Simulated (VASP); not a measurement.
# Cl (Pm-3m) in VASP: single point with PBEsol

Aim: the single point of Cl with PBEsol.

All numbers are computed with VASP 6.6.1; they aren't measurements. Logs are shortened: lines on timing, memory, paths and dates and some standing lists are left out, and cuts for length are marked.

## 1. The cell of the first run

The structure is cubic, space group Pm-3m (No. 221). Conventional cell: a = 2.786 Å, b = 2.786 Å, c = 2.786 Å, α = 90.00°, β = 90.00°, γ = 90.00°. Within 3.7 Å of Cl (site symmetry m-3m) lie 6 Cl at 2.79 Å.

## 2. Single point, PBEsol (21.63 Å³/atom)

Contents of POSCAR:

```
Cl
1.0
    2.7863241355      0.0000000000      0.0000000000
    0.0000000000      2.7863241355      0.0000000000
    0.0000000000      0.0000000000      2.7863241355
Cl
1
Direct
    0.0000000000      0.0000000000      0.0000000000
```

Contents of INCAR.step1:

```
SYSTEM = Cl
PREC     = Accurate       ! precision mode
ENCUT    = 520            ! plane-wave cutoff, eV
EDIFF    = 1E-7           ! SCF threshold, eV
ISMEAR   = -1             ! smearing method
SIGMA    = 0.08           ! smearing width, eV
LREAL    = .False.        ! projectors in reciprocal space
LASPH    = .True.         ! aspherical terms in the spheres
NELM     = 100            ! most SCF steps
ALGO     = Normal         ! electronic algorithm
ISIF     = 2              ! what is computed and relaxed
LWAVE    = .False.        ! write WAVECAR
LCHARG   = .True.         ! write CHGCAR
GGA      = PS             ! functional
NBANDS   = 10             ! bands
```

Contents of KPOINTS.step1:

```
Automatic mesh
0
Gamma
  15 15 15
  0 0 0
```

Contents of INCAR.step2:

```
SYSTEM = Cl
PREC     = Accurate       ! precision mode
ENCUT    = 520            ! plane-wave cutoff, eV
EDIFF    = 1E-7           ! SCF threshold, eV
ISMEAR   = -5             ! smearing method
SIGMA    = 0.08           ! smearing width, eV
LREAL    = .False.        ! projectors in reciprocal space
LASPH    = .True.         ! aspherical terms in the spheres
NELM     = 100            ! most SCF steps
ALGO     = Normal         ! electronic algorithm
ISIF     = 2              ! what is computed and relaxed
LWAVE    = .False.        ! write WAVECAR
LCHARG   = .False.        ! write CHGCAR
GGA      = PS             ! functional
LORBIT   = 11             ! projections on sites
NEDOS    = 2001           ! points of the DOS
ICHARG   = 11             ! starting density
```

Contents of KPOINTS.step2:

```
Automatic mesh
0
Gamma
  23 23 23
  0 0 0
```

Potentials or basis: VASP PAW PBE potentials, release 64 (Cl).

Command:

```sh
> cat potpaw_PBE.64/Cl/POTCAR > POTCAR
> cp INCAR.step1 INCAR
> cp KPOINTS.step1 KPOINTS
> mpirun -np 1 vasp_std > vasp.out
> cp INCAR.step2 INCAR
> cp KPOINTS.step2 KPOINTS
> mpirun -np 1 vasp_std > vasp.out
```

OUTCAR:

```text
SYSTEM = Cl
   PREC = Accurate
   ENCUT = 520
   EDIFF = 1E-7
   ISMEAR = -5
   LREAL = .False.
   LASPH = .True.
   NELM = 100
   ISIF = 2
   GGA = PS
   LORBIT = 11
   ICHARG = 11

 ion  position               nearest neighbor table
   1  0.000  0.000  0.000-

  LATTYP: Found a simple cubic cell.
 ALAT       =     2.7863241355

  Lattice vectors:

 A1 = (   2.7863241355,   0.0000000000,   0.0000000000)
 A2 = (   0.0000000000,   2.7863241355,   0.0000000000)
 A3 = (   0.0000000000,   0.0000000000,   2.7863241355)

Analysis of symmetry for initial positions (statically):
=====================================================================
 Subroutine PRICEL returns:
 Original cell was already a primitive cell.

 Routine SETGRP: Setting up the symmetry group for a
 simple cubic supercell.

 Subroutine GETGRP returns: Found 48 space group operations
 (whereof 48 operations were pure point group operations)
 out of a pool of 48 trial point group operations.

The static configuration has the point symmetry O_h .

Analysis of symmetry for dynamics (positions and initial velocities):
=====================================================================
 Subroutine PRICEL returns:
 Original cell was already a primitive cell.

 Routine SETGRP: Setting up the symmetry group for a
 simple cubic supercell.

 Subroutine GETGRP returns: Found 48 space group operations
 (whereof 48 operations were pure point group operations)
 out of a pool of 48 trial point group operations.

The dynamic configuration has the point symmetry O_h .

 Subroutine INISYM returns: Found 48 space group operations
 (whereof 48 operations are pure point group operations),
 and found     1 'primitive' translations

----------------------------------------------------------------------------------------

                                     Primitive cell

  volume of cell :      21.6319

  direct lattice vectors                    reciprocal lattice vectors
     2.786324136  0.000000000  0.000000000     0.358895789  0.000000000  0.000000000
     0.000000000  2.786324136  0.000000000     0.000000000  0.358895789  0.000000000
     0.000000000  0.000000000  2.786324136     0.000000000  0.000000000  0.358895789

  length of vectors
     2.786324136  2.786324136  2.786324136     0.358895789  0.358895789  0.358895789

  position of ions in fractional coordinates (direct lattice)
     0.000000000  0.000000000  0.000000000

  ion indices of the primitive-cell ions
   primitive index   ion index
                 1           1

----------------------------------------------------------------------------------------

 KPOINTS: Automatic mesh

Automatic generation of k-mesh.
 Grid dimensions read from file:
 generate k-points for:   23   23   23

 Generating k-lattice:

  Cartesian coordinates                     Fractional coordinates (reciprocal lattice)
     0.015604165  0.000000000  0.000000000     0.043478261  0.000000000  0.000000000
     0.000000000  0.015604165  0.000000000     0.000000000  0.043478261  0.000000000
     0.000000000  0.000000000  0.015604165     0.000000000  0.000000000  0.043478261

  Length of vectors
     0.015604165  0.015604165  0.015604165

  Shift w.r.t. Gamma in fractional coordinates (k-lattice)
     0.000000000  0.000000000  0.000000000

 TETIRR: Found   6051 inequivalent tetrahedra from    73002

 Subroutine IBZKPT returns following result:
 ===========================================

 Found    364 irreducible k-points:

 Following reciprocal coordinates:
            Coordinates               Weight
  0.000000  0.000000  0.000000      1.000000
  0.043478  0.000000  0.000000      6.000000
  0.086957  0.000000  0.000000      6.000000
  0.130435  0.000000  0.000000      6.000000
  0.173913  0.000000  0.000000      6.000000
  0.217391  0.000000  0.000000      6.000000
[... 16 lines left out ...]
  0.478261  0.043478  0.000000     24.000000
  0.086957  0.086957  0.000000     12.000000
 [... further k-points ...]
   k-points           NKPTS =    364   k-points in BZ     NKDIM =    364   number of bands    NBANDS=      7
   number of dos      NEDOS =   2001   number of ions     NIONS =      1
   total plane-waves  NPLWV =  13824
   dimension x,y,z NGX =    24 NGY =   24 NGZ =   24
   dimension x,y,z NGXF=    48 NGYF=   48 NGZF=   48
   ions per type =               1
   NGX,Y,Z   is equivalent  to a cutoff of  14.32, 14.32, 14.32 a.u.
   NGXF,Y,Z  is equivalent  to a cutoff of  28.64, 28.64, 28.64 a.u.
 SYSTEM =  Cl
   PREC   = accura    normal or accurate (medium, high low for compatibility)
   ISTART =      0    job   : 0-new  1-cont  2-samecut
   ICHARG =     11    charge: 1-file 2-atom 10-const
   ISPIN  =      1    spin polarized calculation?
   LNONCOLLINEAR =      F non collinear calculations
   LSORBIT =      F    spin-orbit coupling
   LASPH  =      T    aspherical Exc in radial PAW
   ENCUT  =  520.0 eV  38.22 Ry    6.18 a.u.   5.18  5.18  5.18*2*pi/ulx,y,z
   NELM   =    100;   NELMIN=  2; NELMDL=  0     # of ELM steps
   EDIFF  = 0.1E-06   stopping-criterion for ELM
   LREAL  =      F    real-space projection
   EDIFFG = 0.1E-05   stopping-criterion for IOM
   NSW    =      0    number of steps for IOM
   IBRION =     -1    ionic relax: 0-MD 1-quasi-New 2-CG
   NFREE  =      0    steps in history (QN), initial steepest desc. (CG)
   ISIF   =      2    stress and relaxation
   ISYM   =      2    0-nonsym 1-usesym 2-fastsym
   POTIM  = 0.5000    time-step for ionic-motion
   TEBEG  =    0.0;   TEEND  =   0.0 temperature during run
   PSTRESS=    0.0 pullay stress
   NELECT =       7.0000    total number of electrons
   NUPDOWN=      -1.0000    fix difference up-down
   EMIN   =  10.00;   EMAX   =-10.00  energy-range for DOS
   EFERMI =   0.00;   METHOD = LEGACY
   ISMEAR =    -5;   SIGMA  =   0.08  broadening in eV -4-tet -1-fermi 0-gaus
   EFERMI_NEDOS =   21; number of points for ismear=-14 and -15
   IALGO  =     38    algorithm
   IMIX   =      4    mixing-type and parameters
     AMIX     =   0.40;   BMIX     =  1.00
     AMIX_MAG =   1.60;   BMIX_MAG =  1.00
  volume/ion in A,a.u.               =      21.63       145.98
  Fermi-wavevector in a.u.,A,eV,Ry     =   1.123938  2.123936 17.187392  1.263238
  Thomas-Fermi vector in A             =   2.260608
   LORBIT       =     11    0 simple, 1 ext, 2 COOP (PROOUT), +10 PAW based schemes
   GGA     = PS    functional components
   LHFCALC =     F    Hartree Fock is set to
   AEXX    =    0.0000 exact exchange contribution
   IVDW    =     0    specifies the selected vdW correction
   LEPSILON=     F    determine dielectric tensor
   LRPA    =     F    only Hartree local field effects (RPA)
 non-spin polarized calculation
 Fermi weights with tetrahedron method with Bloechl corrections
  energy-cutoff  :      520.00
  volume of cell :       21.63
 maximum number of plane-waves:       603
 NGX is ok and might be reduce to    24

 number of electron       6.9999998 magnetization

 Free energy of the ion-electron system (eV)
  ---------------------------------------------------
  ext. energy  EPLUGINS =         0.00000000
  ---------------------------------------------------
  free energy    TOTEN  =        -1.42207700 eV

  energy without entropy =       -1.42207700  energy(sigma->0) =       -1.42207700

 E-fermi :   2.2710     XC(G=0):  -9.5176

 val. band max:        2.3410882382   @ k =   0.4348   0.0870   0.0870
 cond. band min:       2.2153531881   @ k =   0.3478   0.0870   0.0870
 fundamental gap:     -0.1257350501
 Fermi energy:         2.2709546261

 k-point     1 :       0.0000    0.0000    0.0000
  band No.  band energies     occupation
      1     -14.0431      2.00000
      2       2.1274      2.00000
      3       2.1274      2.00000
      4       2.1274      2.00000
      5      10.4068      0.00000
      6      12.1612      0.00000
      7      12.1612      0.00000

 k-point     2 :       0.0435    0.0000    0.0000
  band No.  band energies     occupation
      1     -14.0234      2.00000
      2       1.9687      2.00000
      3       2.1391      2.00000
      4       2.1391      2.00000
      5      10.4939      0.00000
      6      12.1850      0.00000
      7      12.3072      0.00000

 k-point     3 :       0.0870    0.0000    0.0000
  band No.  band energies     occupation
      1     -13.9652      2.00000
      2       1.5344      2.00000
      3       2.1737      2.00000
      4       2.1737      2.00000
      5      10.7063      0.00000
      6      12.2555      0.00000
      7      12.7475      0.00000

 k-point     4 :       0.1304    0.0000    0.0000
  band No.  band energies     occupation
      1     -13.8705      2.00000
      2       0.9158      2.00000
      3       2.2294      1.98826
      4       2.2294      1.99721
      5      10.9695      0.00000
      6      12.3706      0.00000
      7      13.4488      0.00000

 k-point     5 :       0.1739    0.0000    0.0000
  band No.  band energies     occupation
      1     -13.7433      2.00000
      2       0.2025      2.00000
      3       2.3029      1.45136
      4       2.3029      0.42560
      5      11.2585      0.00000
      6      12.5263      0.00000
      7      14.3120      0.00000

 k-point     6 :       0.2174    0.0000    0.0000
  band No.  band energies     occupation
      1     -13.5892      2.00000
      2      -0.5375      2.00000
      3       2.3898     -0.18896
      4       2.3898     -0.05802
      5      11.5785      0.00000
      6      12.7164      0.00000
      7      15.1993      0.00000

 k-point     7 :       0.2609    0.0000    0.0000
  band No.  band energies     occupation
      1     -13.4165      2.00000
      2      -1.2559      2.00000
      3       2.4844     -0.11505
      4       2.4844     -0.00105
      5      11.9370      0.00000
      6      12.9320      0.00000
      7      15.9489      0.00000
[... 121 lines left out ...]
 k-point    20 :       0.3478    0.0435    0.0000
  band No.  band energies     occupation
      1     -13.0419      2.00000
      2      -2.4707      2.00000
      3       2.5331     -0.07664
      4       2.6804      0.00000
      5      12.8310      0.00000
      6      13.4945      0.00000
      7      16.2650      0.00000

 k-point    21 :       0.3913    0.0435    0.0000
  band No.  band energies     occupation
      1     -12.8886      2.00000
      2      -2.9292      2.00000
      3       2.6120     -0.09887
      4       2.7559      0.00000
      5      13.2808      0.00000
      6      13.6984      0.00000
      7      15.9710      0.00000

 k-point    22 :       0.4348    0.0435    0.0000
  band No.  band energies     occupation
      1     -12.7737      2.00000
      2      -3.2508      2.00000
      3       2.6694     -0.03023
      4       2.8107      0.00000
      5      13.7121      0.00000
      6      13.8761      0.00000
      7      15.5736      0.00000

 k-point    23 :       0.4783    0.0435    0.0000
  band No.  band energies     occupation
      1     -12.7119      2.00000
      2      -3.4168      2.00000
      3       2.6996      0.00000
      4       2.8395      0.00000
      5      13.9003      0.00000
      6      14.1441      0.00000
      7      15.2212      0.00000

 k-point    24 :       0.0870    0.0870    0.0000
  band No.  band energies     occupation
      1     -13.8875      2.00000
      2       1.5513      2.00000
      3       1.6226      2.00000
      4       2.2198      1.99646
      5      11.0211      0.00000
      6      12.6217      0.00000
      7      13.0235      0.00000

 [... further k-points ...]
[... 5 lines left out ...]
  --------------------------------------------------------------------------------------
  -------------------------------------------------------------------------------------
  Total       -0.0374633     -0.0374633     -0.0374633     -0.0000000     -0.0000000      0.0000000
  in kB       -2.7747356     -2.7747356     -2.7747356     -0.0000000     -0.0000000      0.0000000
  external PRESSURE =      -2.7747356 kB  Pullay stress =       0.0000000 kB

 VOLUME and BASIS-vectors are now :
 -----------------------------------------------------------------------------
  energy-cutoff  :      520.00
  volume of cell :       21.63
      direct lattice vectors                 reciprocal lattice vectors
     2.786324136  0.000000000  0.000000000     0.358895789  0.000000000  0.000000000
     0.000000000  2.786324136  0.000000000     0.000000000  0.358895789  0.000000000
     0.000000000  0.000000000  2.786324136     0.000000000  0.000000000  0.358895789

 POSITION                                       TOTAL-FORCE (eV/Angst)
 -----------------------------------------------------------------------------------
      0.00000      0.00000      0.00000         0.000000      0.000000      0.000000
 -----------------------------------------------------------------------------------
    total drift:                                0.000000      0.000000      0.000000

  FREE ENERGIE OF THE ION-ELECTRON SYSTEM (eV)
  ---------------------------------------------------
  free  energy   TOTEN  =        -1.4220770038 eV

  energy  without entropy=       -1.4220770038  energy(sigma->0) =       -1.42207700

 total charge

# of ion       s       p       d       tot
------------------------------------------
    1        1.640   3.231   0.000   4.870
```

It took 52 s on 1 thread of Intel Xeon 8259CL, shared host; peak memory 0.16 GiB.

What came out:

```
Valence electrons inside the program's atomic spheres : Cl 4.87
```

Caveat: the PAW data sets were made with another functional, which shifts forces and pressure a little; an odd number of electrons without spin polarisation forces a metal; a magnetic or distorted state may lie lower; tetrahedron occupations give inexact forces and stress in metals.
